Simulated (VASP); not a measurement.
Wanted: the native input for a VASP 6.6.1 run.

| Item | Value |
| --- | --- |
| Task | relaxation of cell and atoms |
| Functional | PBEsol |
| Potentials or basis | VASP PAW PBE potentials, release 64 (Si, N) |
| Cutoff | 600 eV |
| k mesh | 7 × 7 × 7 |
| Occupations | fermi-dirac, width 0.05 eV |
| Spin | no spin polarisation |
| Target pressure | 20 GPa |
| Dipole correction | no |
| Further INCAR settings | ALGO = Normal; EDIFF = 1e-06; IBRION = 2; EDIFFG = -0.01; NSW = 60; ISIF = 3 |

The structure of Si3N4 lies in POSCAR:

```
Si3N4
1.0
    4.1307800000      0.0000000000      0.0000000000
    0.0000000000      4.1307800000      0.0000000000
    0.0000000000      0.0000000000      4.1307800000
Si N
3 4
Direct
    0.0000000000      0.0000000000      0.5000000000
    0.5000000000      0.0000000000      0.0000000000
    0.0000000000      0.5000000000      0.0000000000
    0.2395200000      0.2395200000      0.7604800000
    0.7604800000      0.7604800000      0.7604800000
    0.2395200000      0.7604800000      0.2395200000
    0.7604800000      0.2395200000      0.2395200000
```

The input as run:

INCAR

```
PREC = Accurate
ENCUT = 600
EDIFF = 1E-6
ISMEAR = -1
SIGMA = 0.05
LREAL = False
LASPH = True
NELM = 100
ALGO = Normal
ISIF = 3
LWAVE = False
LCHARG = False
GGA = PS
IBRION = 2
NSW = 60
EDIFFG = -0.01
PSTRESS = 200.0
```

KPOINTS

```
regular mesh
0
Gamma
  7 7 7
```

Potentials or basis: VASP PAW PBE potentials, release 64 (Si, N).

The run is started by

```bash
$ cat potpaw_PBE.64/Si/POTCAR potpaw_PBE.64/N/POTCAR > POTCAR
$ mpirun -np 1 vasp_std > vasp.out
```

It gave:

```json
{"Relaxed volume": "9.11 Å³/atom", "Relaxed cell": "a = 3.996 Å, b = 3.996 Å, c = 3.996 Å, α = 90.00°, β = 90.00°, γ = 90.00°", "Space group after relaxing (to 0.1 Å)": "P-43m (No. 215)", "Energy change on relaxing (the run minimises the enthalpy)": "+43.1 meV/atom", "Ionic steps": "10", "Pressure after relaxing": "20.0 GPa", "Largest force after relaxing": "0.003 eV/Å", "Band gap on the k mesh": "2.54 eV (least direct gap 2.74 eV)"}
```

Caveat: the cell is relaxed towards a set pressure, so the run minimises the enthalpy, not the energy; the PAW data sets were made with another functional, which shifts forces and pressure a little; an odd mesh through Γ misses points on the zone boundary, where band edges can lie.

It took 4.3 min on 1 thread of Intel Xeon 8259CL (shared host), peak memory 0.21 GiB.
